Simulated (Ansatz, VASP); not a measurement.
One calculation of Si7Ge, two programs

```xyz
8
Lattice="5.4592 0.0000 0.0000 0.0000 5.4592 0.0000 0.6551 0.0000 5.4592" Properties=species:S:1:pos:R:3 pbc="T T T"
Si    1.5487    1.3300    1.3830
Si    0.3276    2.7786    2.7296
Si    2.7296    2.7778    0.0000
Si    3.0571    0.0407    2.7296
Si    4.5656    1.3300    4.0761
Si    4.2471    4.0298    1.3770
Si    1.8672    4.0298    4.0822
Ge    0.0000    0.0609    0.0000
```

Change from the starting cell: shear of c along a, cell held, atoms relaxed: +12.0 %.

Alike in both runs: functional PBEsol; k mesh 8 × 8 × 8; occupations gaussian, width 0.01 eV; no spin polarisation.

Ansatz relaxed the structure, and its values are those at the end. VASP's run is a single point on that final structure, the one shown.

|  | VASP | Ansatz |
| --- | --- | --- |
| version | VASP 6.6.1 | Ansatz 0.2.0 |
| potentials or method | VASP PAW PBE potentials, release 64 (Si, Ge_d), cutoff 520 eV | scalar-relativistic, plane waves, PAW |
| valence electrons in the cell | 42 | 42 |

|  | VASP | Ansatz | Ansatz less VASP |
| --- | --- | --- | --- |
| gap on the k mesh at the Fermi level (eV) | none | none | - |
| pressure (GPa) | -0.3 | -0.4 | -0.06 |
| rms of the force components (eV/Å) | 0.004 | 0.002 | -0.0017 |

VASP's potentials were made for PBE, not for PBEsol. A gap of «none» marks a metal or a gap that the smearing closes. Ansatz's warnings: stress scf threshold loose.
